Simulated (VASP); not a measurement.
Write the native input for VASP 6.6.1 that does the following.

```yaml
Task: single point
Functional: PBE
Potentials_or_basis: VASP PAW PBE potentials, release 64 (Al, N)
Cutoff: 520 eV
k_mesh: 6 × 6 × 6
Occupations: gaussian, width 0.1 eV
Spin: collinear spin, ferromagnetic start
Starting_moments: "[0.0, 0.0, 0.0, 1.0, 1.0, 1.0] μB"
Dipole_correction: no
Further_INCAR_settings: ALGO = Normal; EDIFF = 1e-06; NBANDS = 25
```

The structure of AlN lies in POSCAR:

```
AlN
1.0
    3.0290553600      0.0000000000      0.0000000000
    0.0000000000      4.4196727300      0.0000000000
    0.0000000000     -2.2098363600      3.8275488600
Al N
3 3
Direct
    0.1512165900      0.8328629900      0.7667369600
    0.6536790200      0.6045542400      0.5015869500
    0.9870123500      0.8970327100      0.3954457600
    0.4845499300      0.9338739600      0.1671370100
    0.8178832600      0.2332630400      0.0661260400
    0.3203456800      0.4984130500      0.1029672900
```

These files were run (other wordings do the same):

INCAR

```
SYSTEM = AlN
ALGO     = Normal         ! electronic algorithm
EDIFF    = 1E-6           ! SCF threshold, eV
ENCUT    = 520            ! plane-wave cutoff, eV
GGA      = PE             ! functional
ISIF     = 2              ! what is computed and relaxed
ISMEAR   = 0              ! smearing method
ISPIN    = 2              ! spin polarisation
LASPH    = .True.         ! aspherical terms in the spheres
LCHARG   = .False.        ! write CHGCAR
LORBIT   = 11             ! projections on sites
LREAL    = .False.        ! projectors in reciprocal space
LWAVE    = .False.        ! write WAVECAR
MAGMOM   = 0 0 0 1 1 1    ! initial moments
NBANDS   = 25             ! bands
NELM     = 150            ! most SCF steps
PREC     = Accurate       ! precision mode
SIGMA    = 0.1            ! smearing width, eV
```

KPOINTS

```
k-points
0
Gamma
  6 6 6
  0 0 0
```

Potentials or basis: VASP PAW PBE potentials, release 64 (Al, N).

The run is started by

```console
$ cat potpaw_PBE.64/Al/POTCAR potpaw_PBE.64/N/POTCAR > POTCAR
$ mpirun -np 1 vasp_std > vasp.out
```

Results of the run:

```
Pressure                                              : 131.8 GPa
Largest force                                         : 21.484 eV/Å
Band gap on the k mesh                                : zero (filled and empty bands overlap)
Net moment                                            : 0.00 μB per cell
Valence electrons inside the program's atomic spheres : Al 1.27, 1.30, 1.12; N 3.75, 3.64
```

Caveat: forces of over 1 eV/Å act on the atoms, so gaps and moduli don't describe the material at rest.

Run time: 3.8 min on 1 thread of Intel(R) Xeon(R) Platinum 8375C CPU @ 2.90GHz (Ice Lake), on a shared host, peak memory 0.32 GiB.
